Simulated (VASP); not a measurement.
# H14CO7 in VASP: a series of runs

The runs below take H14CO7 through single point, with LDA.

Program: VASP 6.6.1. These are calculated values, not measurements. Logs are shortened: lines on timing, memory, paths and dates and some standing lists are left out, and cuts for length are marked.

### 1 The cell of the first run

The cell holds a disordered packing, 22 atoms: a = 6.424 Å, b = 6.424 Å, c = 6.424 Å, α = 90.00°, β = 90.00°, γ = 90.00°.

### 2 Single point, LDA

Contents of INCAR:

```
SYSTEM = H14CO7
PREC = Accurate
ENCUT = 1000
EDIFF = 1E-6
ISMEAR = -1
SIGMA = 0.02
LREAL = Auto
LASPH = .True.
NELM = 120
ALGO = Normal
ISIF = 2
LWAVE = .False.
LCHARG = .False.
NBANDS = 47
GGA_COMPAT = .False.
```

Contents of KPOINTS:

```
regular mesh
0
Gamma
  1 1 1
  0 0 0
```

Contents of POSCAR:

```
H14CO7
1.0
    6.4239660000      0.0000000000      0.0000000000
    0.0000000000      6.4239660000      0.0000000000
    0.0000000000      0.0000000000      6.4239660000
O H C
7 14 1
Direct
    0.4345602078      0.5285675547      0.6280699493
    0.7904151423      0.4289250597      0.8314956835
    0.1155828035      0.3129842219      0.6366783386
    0.4313378994      0.4410048247      0.1455175821
    0.7287865471      0.7348419964      0.2686346721
    0.6546734525      0.1187895453      0.0971985219
    0.0741597947      0.6853709998      1.0878170899
    0.4583617037      0.5766998144      0.4910362228
    0.5760927128      0.5020730184      0.7038331149
    0.7560594187      0.3156305622      0.9325391822
    0.8884386997      0.3650237252      0.7265916414
    0.2570374750      0.3807149664      0.6190412589
    0.0762146001      0.2318505422      0.5218583037
    0.4250178161      0.3174985671      0.0682133125
    0.3153192280      0.5248938117      0.0974787226
    0.8837375540      0.7396832424      0.2193971761
    0.6548602530      0.6181695233      0.2071773107
    0.6446951930      0.2107420867      0.2244563561
    0.6543621184     -0.0303239463      0.1423575405
   -0.0662519073      0.8241170641      0.8608544939
    0.1272578342      0.6178114890      0.7716728264
    0.0426839121      0.7051251517      0.9002693974
```

Potentials or basis: VASP PAW LDA potentials, release 64 (O_h, H_h, C_h).

On the command line:

```console
$ cat potpaw_LDA.64/O_h/POTCAR potpaw_LDA.64/H_h/POTCAR potpaw_LDA.64/C_h/POTCAR > POTCAR
$ mpirun -np 1 vasp_gam > vasp.out
```

OUTCAR:

```text
SYSTEM = H14CO7
   PREC = Accurate
   ENCUT = 1000
   EDIFF = 1E-6
   ISMEAR = -1
   LREAL = Auto
   LASPH = .True.
   NELM = 120
   ISIF = 2

 ion  position               nearest neighbor table
   1  0.435  0.529  0.628-   8 0.95   9 1.05
   2  0.790  0.429  0.831-  10 1.00  11 1.01
   3  0.116  0.313  0.637-  13 0.94  12 1.01
   4  0.431  0.441  0.146-  14 0.94  15 0.97
   5  0.729  0.735  0.269-  17 0.97  16 1.04
   6  0.655  0.119  0.097-  19 1.00  18 1.01
   7  0.074  0.685  0.088-  22 1.23
   8  0.458  0.577  0.491-   1 0.95
   9  0.576  0.502  0.704-   1 1.05
  10  0.756  0.316  0.933-   2 1.00
  11  0.888  0.365  0.727-   2 1.01
  12  0.257  0.381  0.619-   3 1.01
  13  0.076  0.232  0.522-   3 0.94
  14  0.425  0.317  0.068-   4 0.94
  15  0.315  0.525  0.097-   4 0.97
  16  0.884  0.740  0.219-   5 1.04
  17  0.655  0.618  0.207-   5 0.97
  18  0.645  0.211  0.224-   6 1.01
  19  0.654  0.970  0.142-   6 1.00
  20  0.934  0.824  0.861-  22 1.07
  21  0.127  0.618  0.772-  22 1.14
  22  0.043  0.705  0.900-  20 1.07  21 1.14   7 1.23

  LATTYP: Found a simple cubic cell.
 ALAT       =     6.4239660000

  Lattice vectors:

 A1 = (   6.4239660000,   0.0000000000,   0.0000000000)
 A2 = (   0.0000000000,   6.4239660000,   0.0000000000)
 A3 = (   0.0000000000,   0.0000000000,   6.4239660000)

Analysis of symmetry for initial positions (statically):
=====================================================================
 Subroutine PRICEL returns:
 Original cell was already a primitive cell.

 Routine SETGRP: Setting up the symmetry group for a
 simple cubic supercell.

 Subroutine GETGRP returns: Found  1 space group operations
 (whereof  1 operations were pure point group operations)
 out of a pool of 48 trial point group operations.

The static configuration has the point symmetry C_1 .

Analysis of symmetry for dynamics (positions and initial velocities):
=====================================================================
 Subroutine PRICEL returns:
 Original cell was already a primitive cell.

 Routine SETGRP: Setting up the symmetry group for a
 simple cubic supercell.

 Subroutine GETGRP returns: Found  1 space group operations
 (whereof  1 operations were pure point group operations)
 out of a pool of 48 trial point group operations.

The dynamic configuration has the point symmetry C_1 .

 Subroutine INISYM returns: Found  1 space group operations
 (whereof  1 operations are pure point group operations),
 and found     1 'primitive' translations

----------------------------------------------------------------------------------------

                                     Primitive cell

  volume of cell :     265.1000

  direct lattice vectors                    reciprocal lattice vectors
     6.423966000  0.000000000  0.000000000     0.155667075  0.000000000  0.000000000
     0.000000000  6.423966000  0.000000000     0.000000000  0.155667075  0.000000000
     0.000000000  0.000000000  6.423966000     0.000000000  0.000000000  0.155667075

  length of vectors
     6.423966000  6.423966000  6.423966000     0.155667075  0.155667075  0.155667075

  position of ions in fractional coordinates (direct lattice)
     0.434560208  0.528567555  0.628069949
     0.790415142  0.428925060  0.831495684
     0.115582803  0.312984222  0.636678339
     0.431337899  0.441004825  0.145517582
     0.728786547  0.734841996  0.268634672
     0.654673452  0.118789545  0.097198522
[... 14 lines left out ...]
     0.127257834  0.617811489  0.771672826
     0.042683912  0.705125152  0.900269397

  ion indices of the primitive-cell ions
   primitive index   ion index
                 1           1
                 2           2
                 3           3
                 4           4
                 5           5
                 6           6
[... 14 lines left out ...]
                21          21
                22          22

----------------------------------------------------------------------------------------

 KPOINTS: regular mesh

Automatic generation of k-mesh.
 Grid dimensions read from file:
 generate k-points for:    1    1    1

 Generating k-lattice:

  Cartesian coordinates                     Fractional coordinates (reciprocal lattice)
     0.155667075  0.000000000  0.000000000     1.000000000  0.000000000  0.000000000
     0.000000000  0.155667075  0.000000000     0.000000000  1.000000000  0.000000000
     0.000000000  0.000000000  0.155667075     0.000000000  0.000000000  1.000000000

  Length of vectors
     0.155667075  0.155667075  0.155667075

  Shift w.r.t. Gamma in fractional coordinates (k-lattice)
     0.000000000  0.000000000  0.000000000

 Subroutine IBZKPT returns following result:
 ===========================================

 Found      1 irreducible k-points:

 Following reciprocal coordinates:
            Coordinates               Weight
  0.000000  0.000000  0.000000      1.000000
   k-points           NKPTS =      1   k-points in BZ     NKDIM =      1   number of bands    NBANDS=     47
   number of dos      NEDOS =    301   number of ions     NIONS =     22
   total plane-waves  NPLWV = 343000
   dimension x,y,z NGX =    70 NGY =   70 NGZ =   70
   dimension x,y,z NGXF=   140 NGYF=  140 NGZF=  140
   ions per type =               7  14   1
   NGX,Y,Z   is equivalent  to a cutoff of  18.12, 18.12, 18.12 a.u.
   NGXF,Y,Z  is equivalent  to a cutoff of  36.23, 36.23, 36.23 a.u.
 SYSTEM =  H14CO7
   PREC   = accura    normal or accurate (medium, high low for compatibility)
   ISTART =      0    job   : 0-new  1-cont  2-samecut
   ICHARG =      2    charge: 1-file 2-atom 10-const
   ISPIN  =      1    spin polarized calculation?
   LNONCOLLINEAR =      F non collinear calculations
   LSORBIT =      F    spin-orbit coupling
   LASPH  =      T    aspherical Exc in radial PAW
   ENCUT  = 1000.0 eV  73.50 Ry    8.57 a.u.  16.56 16.56 16.56*2*pi/ulx,y,z
   NELM   =    120;   NELMIN=  2; NELMDL= -5     # of ELM steps
   EDIFF  = 0.1E-05   stopping-criterion for ELM
   LREAL  =      T    real-space projection
   EDIFFG = 0.1E-04   stopping-criterion for IOM
   NSW    =      0    number of steps for IOM
   IBRION =     -1    ionic relax: 0-MD 1-quasi-New 2-CG
   NFREE  =      0    steps in history (QN), initial steepest desc. (CG)
   ISIF   =      2    stress and relaxation
   ISYM   =      2    0-nonsym 1-usesym 2-fastsym
   POTIM  = 0.5000    time-step for ionic-motion
   TEBEG  =    0.0;   TEEND  =   0.0 temperature during run
   PSTRESS=    0.0 pullay stress
   NELECT =      60.0000    total number of electrons
   NUPDOWN=      -1.0000    fix difference up-down
   EMIN   =  10.00;   EMAX   =-10.00  energy-range for DOS
   EFERMI =   0.00;   METHOD = LEGACY
   ISMEAR =    -1;   SIGMA  =   0.02  broadening in eV -4-tet -1-fermi 0-gaus
   EFERMI_NEDOS =   21; number of points for ismear=-14 and -15
   IALGO  =     38    algorithm
   IMIX   =      4    mixing-type and parameters
     AMIX     =   0.40;   BMIX     =  1.00
     AMIX_MAG =   1.60;   BMIX_MAG =  1.00
  volume/ion in A,a.u.               =      12.05        81.32
  Fermi-wavevector in a.u.,A,eV,Ry     =   0.997674  1.885331 13.542607  0.995354
  Thomas-Fermi vector in A             =   2.129846
   LORBIT       =      0    0 simple, 1 ext, 2 COOP (PROOUT), +10 PAW based schemes
   GGA     = CA    functional components
   LHFCALC =     F    Hartree Fock is set to
   AEXX    =    0.0000 exact exchange contribution
   IVDW    =     0    specifies the selected vdW correction
   LEPSILON=     F    determine dielectric tensor
   LRPA    =     F    only Hartree local field effects (RPA)
 non-spin polarized calculation
  energy-cutoff  :     1000.00
  volume of cell :      265.10
 maximum number of plane-waves:      9547
 NGX is ok and might be reduce to    70
   NGX = 33   NGY = 33   NGZ = 33

 number of electron      60.0000000 magnetization

 Free energy of the ion-electron system (eV)
  ---------------------------------------------------
  ext. energy  EPLUGINS =         0.00000000
  ---------------------------------------------------
  free energy    TOTEN  =      -116.73738801 eV

  energy without entropy =     -116.73738801  energy(sigma->0) =     -116.73738801

 E-fermi :  -3.1572     XC(G=0):  -6.5715

 val. band max:       -3.7092008059   @ k =   0.0000   0.0000   0.0000
 cond. band min:       0.2555632727   @ k =   0.0000   0.0000   0.0000
 fundamental gap:      3.9647640787
 Fermi energy:        -3.1572391853

 k-point     1 :       0.0000    0.0000    0.0000
  band No.  band energies     occupation
      1     -23.9757      2.00000
      2     -22.6168      2.00000
      3     -22.3844      2.00000
      4     -21.8490      2.00000
      5     -21.6093      2.00000
      6     -21.4942      2.00000
[... 34 lines left out ...]
     41       6.3509      0.00000
     42       6.6354      0.00000
 [bands above 42 left out]

------------------------ aborting loop because EDIFF is reached ----------------------------------------

  FORCE on cell =-STRESS in cart. coord.  units (eV):
  Direction    XX          YY          ZZ          XY          YZ          ZX
  --------------------------------------------------------------------------------------
  -------------------------------------------------------------------------------------
  Total       -0.6913471      1.7730662      1.1328667     -1.4577812      0.5069110     -0.1856428
  in kB       -4.1782751     10.7158306      6.8466746     -8.8103515      3.0636035     -1.1219639
  external PRESSURE =       4.4614101 kB  Pullay stress =       0.0000000 kB

 VOLUME and BASIS-vectors are now :
 -----------------------------------------------------------------------------
  energy-cutoff  :     1000.00
  volume of cell :      265.10
      direct lattice vectors                 reciprocal lattice vectors
     6.423966000  0.000000000  0.000000000     0.155667075  0.000000000  0.000000000
     0.000000000  6.423966000  0.000000000     0.000000000  0.155667075  0.000000000
     0.000000000  0.000000000  6.423966000     0.000000000  0.000000000  0.155667075

 POSITION                                       TOTAL-FORCE (eV/Angst)
 -----------------------------------------------------------------------------------
      2.79160      3.39550      4.03470         0.646052     -0.513301      1.967249
      5.07760      2.75540      5.34150        -0.695024      0.127534     -0.323859
      0.74250      2.01060      4.09000        -0.504889      0.184953      1.298296
      2.77090      2.83300      0.93480         0.487635      1.674657      1.357097
      4.68170      4.72060      1.72570         0.905388      1.317022      0.215025
      4.20560      0.76310      0.62440        -0.096354      1.165896      0.744500
[... 14 lines left out ...]
      0.81750      3.96880      4.95720        -0.104150      0.398095      0.793755
      0.27420      4.52970      5.78330         0.365469     -0.925855      0.316729
 -----------------------------------------------------------------------------------
    total drift:                               -0.001305     -0.004754     -0.000395

  FREE ENERGIE OF THE ION-ELECTRON SYSTEM (eV)
  ---------------------------------------------------
  free  energy   TOTEN  =      -116.7373880084 eV

  energy  without entropy=     -116.7373880084  energy(sigma->0) =     -116.73738801
```

It took 45 s on 1 thread of Intel Xeon Platinum 8488C (Sapphire Rapids), shared host; peak memory 0.46 GiB.

Results:

| Property | Result |
| --- | --- |
| Free energy | -116.7374 eV |
| Pressure | 0.4 GPa |
| Largest force | 2.373 eV/Å |

Forces in eV/Å, atoms in the order of the input:
```
O    0.646 -0.513  1.967
O   -0.695  0.128 -0.324
O   -0.505  0.185  1.298
O    0.488  1.675  1.357
O    0.905  1.317  0.215
O   -0.096  1.166  0.745
O    1.276 -0.519 -0.385
H    0.611  0.547 -1.431
H   -0.671 -0.007 -0.469
H   -0.007 -0.064 -0.110
H    0.465  0.370  0.519
H    0.392  0.216 -0.102
H    0.003 -0.993 -1.591
H    0.177 -2.059 -1.166
H   -0.871  0.712  0.138
H   -1.409 -0.558  0.172
H   -0.175 -0.598 -0.565
H    0.043 -1.191 -1.009
H    0.316 -0.219  0.478
H   -1.154  0.933 -0.848
H   -0.104  0.398  0.794
C    0.365 -0.926  0.317
```

Stress tensor (GPa, compression positive):
```
-0.42 -0.88 -0.11
-0.88  1.07  0.31
-0.11  0.31  0.68
```

Levels at points of the mesh, in eV from the Fermi level:
| k point | band 26 | band 27 | band 28 | band 29 | band 30 | band 31 | band 32 | band 33 | band 34 | band 35 |
| --- | --- | --- | --- | --- | --- | --- | --- | --- | --- | --- |
| (0.00, 0.00, 0.00) | -1.44 | -1.28 | -1.15 | -0.95 | -0.55 | 3.41 | 3.99 | 6.87 | 7.12 | 7.21 |

Caveat: the k points lie up to 0.98 Å⁻¹ apart, too coarse for converged energies, forces and pressures.

### 3 Single point, LDA

Contents of INCAR:

```
PREC = Accurate
ENCUT = 1000
EDIFF = 1E-6
ISMEAR = -1
SIGMA = 0.02
LREAL = Auto
LASPH = T
NELM = 120
ALGO = Normal
ISIF = 2
LWAVE = F
LCHARG = T
LELF = T
LVHAR = T
NBANDS = 47
GGA_COMPAT = F
```

Contents of KPOINTS:

```
Automatic mesh
0
Gamma
  1 1 1
```

Contents of POSCAR:

```
H14CO7
1.0
    6.4239660000      0.0000000000      0.0000000000
    0.0000000000      6.4239660000      0.0000000000
    0.0000000000      0.0000000000      6.4239660000
O H C
7 14 1
Direct
    0.4451144355      0.5614755744      0.6449131269
    0.7903373088      0.4115993142      0.8006891693
    0.1295772736      0.2898676612      0.6264043116
    0.4094199751      0.4926551604      0.1132166640
    0.6735714355      0.7386247063      0.2617541874
    0.6486802701      0.1115821597      0.1188362454
    0.0813204802      0.7105112325      1.1079604095
    0.4926395937      0.6474349335      0.5258900810
    0.5861021058      0.5105880075      0.7004084393
    0.7377218373      0.3107114826      0.9045035419
    0.9122713290      0.3521344914      0.7261557736
    0.2627504566      0.3861944475      0.6403987817
    0.1461558171      0.2149450978      0.4974497063
    0.3773525576      0.3432614681      0.1454241819
    0.2804342364      0.5762328132      0.1460157168
    0.8166606112      0.7019495433      0.2113180549
    0.5747539760      0.6125343752      0.1987712886
    0.7097328971      0.1914393694      0.2294065691
    0.6337206642     -0.0389790357      0.1844187843
   -0.1209066175      0.7608228313      0.8746932969
    0.1679492077      0.7132042729      0.7998485671
    0.0471048570      0.7228711983      0.9232147244
```

Potentials or basis: VASP PAW LDA potentials, release 64 (O_h, H_h, C_h).

On the command line:

```console
$ cat potpaw_LDA.64/O_h/POTCAR potpaw_LDA.64/H_h/POTCAR potpaw_LDA.64/C_h/POTCAR > POTCAR
$ mpirun -np 1 vasp_gam > vasp.out
```

It took 76 s on 1 thread of Intel Xeon Platinum 8375C at 2.90GHz (Ice Lake), shared host; peak memory 0.46 GiB.

Results (log left out):

```yaml
Free_energy: -116.9360 eV
Pressure: -1.6 GPa
Largest_force: 2.498 eV/Å
```

Forces in eV/Å, atoms in the order of the input:
```
O    0.579  0.235 -0.384
O   -0.658  0.393  0.558
O    1.157  0.879  0.446
O   -0.364 -1.286  0.426
O   -0.465 -1.493 -0.560
O   -0.621 -0.665 -0.090
O    0.164 -0.373  0.820
H   -0.224 -0.274  0.086
H   -0.400 -0.198  0.181
H    0.071 -0.291 -0.021
H    0.537 -0.278 -0.284
H   -0.880 -0.441 -0.315
H    0.030 -0.188 -0.248
H    0.752  0.865 -0.303
H    0.087  0.111 -0.296
H   -0.347  0.431  0.480
H    0.649  1.285  0.486
H    0.254  0.369  0.547
H    0.451  0.534 -0.640
H    0.952 -0.110  0.032
H    0.373 -0.405  0.096
C   -2.096  0.903 -1.016
```

Stress tensor (GPa, compression positive):
```
-2.58 -1.62  0.70
-1.62 -2.49  0.59
 0.70  0.59  0.24
```

Levels at points of the mesh, in eV from the Fermi level:
```csv
k point,band 27,band 28,band 29,band 30,band 31,band 32,band 33,band 34
"(0.00, 0.00, 0.00)",-1.09,-1.05,-0.84,-0.54,3.07,3.82,6.47,6.90
```

Caveat: the k points lie up to 0.98 Å⁻¹ apart, too coarse for converged energies, forces and pressures.
